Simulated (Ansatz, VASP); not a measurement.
Two plane-wave programs on Sb2Pt

```xyz
12
Lattice="6.4423 0.0000 0.0000 0.0000 6.4423 0.0000 0.0000 0.0000 6.4423" Properties=species:S:1:pos:R:3 pbc="T T T"
Sb    2.4126    2.4126    2.4126
Sb    0.8085    4.0297    5.6338
Sb    5.6338    0.8085    4.0297
Sb    4.0297    5.6338    0.8085
Sb    4.0297    4.0297    4.0297
Sb    5.6338    2.4126    0.8085
Sb    0.8085    5.6338    2.4126
Sb    2.4126    0.8085    5.6338
Pt    0.0000    0.0000    0.0000
Pt    3.2212    0.0000    3.2212
Pt    3.2212    3.2212    0.0000
Pt    0.0000    3.2212    3.2212
```

Alike in both runs: functional PBE; k mesh 5 × 5 × 5; occupations fermi-dirac, width 0.05 eV; no spin polarisation.

Ansatz relaxed the structure, and its values are those at the end. VASP's run is a single point on that final structure, the one shown.

```csv
,VASP,Ansatz
version,VASP 6.6.1,Ansatz 0.2.0
potentials or method,"VASP PAW PBE potentials, release 64 (Sb, Pt)","plane-wave PAW, scalar-relativistic"
plane-wave cutoff (eV),520,420
valence electrons in the cell,80,192
```

|  | VASP | Ansatz | Ansatz less VASP |
| --- | --- | --- | --- |
| pressure (GPa) | 5.7 | 6.1 | +0.36 |
| rms of the force components (eV/Å) | 0.019 | 0.004 | -0.0152 |

VASP's potentials hold 80 valence electrons a cell and Ansatz's 192, so a difference there can come from the potentials and not from the codes. Ansatz's warnings: stress scf threshold loose.

Neither program's run includes spin-orbit coupling.
